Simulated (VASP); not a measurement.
Write the native input for VASP 6.6.1 that does the following.

| Item | Value |
| --- | --- |
| Task | single point |
| Functional | LDA |
| Potentials or basis | VASP PAW LDA potentials, release 64 (Si, O) |
| Cutoff | 520 eV |
| k mesh | 6 × 6 × 8 |
| Occupations | gaussian, width 0.05 eV |
| Spin | no spin polarisation |
| Dipole correction | no |
| Further INCAR settings | ALGO = Normal; EDIFF = 1e-06; NBANDS = 25 |

The structure of SiO2 lies in POSCAR:

```
SiO2
1.0
    4.1302000000      0.0000000000      0.0000000000
    0.0000000000      4.1302000000      0.0000000000
    0.0000000000      0.0000000000      2.6613102772
Si O
2 4
Direct
    0.5000000000      0.5000000000      0.5000000000
    0.0000000000      0.0000000000      0.0000000000
    0.6944252994      0.6944252994      0.0000000000
    0.1944252994      0.8055747006      0.5000000000
    0.3055747006      0.3055747006      0.0000000000
    0.8055747006      0.1944252994      0.5000000000
```

These files were run (other wordings do the same):

INCAR

```
SYSTEM = SiO2
  PREC = Accurate
  ENCUT = 520
  EDIFF = 1E-6
  ISMEAR = 0
  SIGMA = 0.05
  LREAL = .FALSE.
  LASPH = .TRUE.
  NELM = 100
  ALGO = Normal
  ISIF = 2
  LWAVE = .FALSE.
  LCHARG = .TRUE.
  LELF = .TRUE.
  LVHAR = .TRUE.
  NBANDS = 25
```

KPOINTS

```
Automatic mesh
0
G
  6 6 8
  0 0 0
```

Potentials or basis: VASP PAW LDA potentials, release 64 (Si, O).

Command:

```console
$ cat potpaw_LDA.64/Si/POTCAR potpaw_LDA.64/O/POTCAR > POTCAR
$ mpirun -np 1 vasp_std > vasp.out
```

It gave:

The pressure is 5.0 GPa and the largest force is 0.142 eV/Å. The band gap on the k mesh is 6.02 eV, direct.

It took 68 s on 1 thread of AMD EPYC 7R13, with other jobs on the host, peak memory 0.13 GiB.
